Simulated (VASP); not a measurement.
Ti:

```
CELL_PARAMETERS angstrom
-1.55095 1.55095 1.55095
1.55095 -1.55095 1.55095
1.55095 1.55095 -1.55095
ATOMIC_POSITIONS crystal
Ti 0.00000 0.00000 0.00000
```

This isn't the form of Ti at room conditions, which is hcp.

Base run:

```yaml
Program: VASP 6.6.1
Functional: PBE
Potentials_or_basis: VASP PAW PBE potentials, release 64 (Ti_sv)
Cutoff: 520 eV
k_mesh: 22 × 22 × 22
Occupations: gaussian, width 0.15 eV
Spin: collinear spin
Starting_moments: "[0.6] μB"
Fixed_moment: 0.6 μB
```

Its results: pressure 20.5 GPa; site moments Ti +0.44 μB.

The run is repeated on the same cell with these changes: fixed moment from 0.6 μB to 0.5 μB; moments at the start from [0.6] to [0.5]. What comes out?

Pressure 20.1 GPa; site moments Ti +0.36 μB.

Caveats: the cell stands under pressure; the total moment is fixed, so each spin has its own Fermi level and the state may be an excited one.
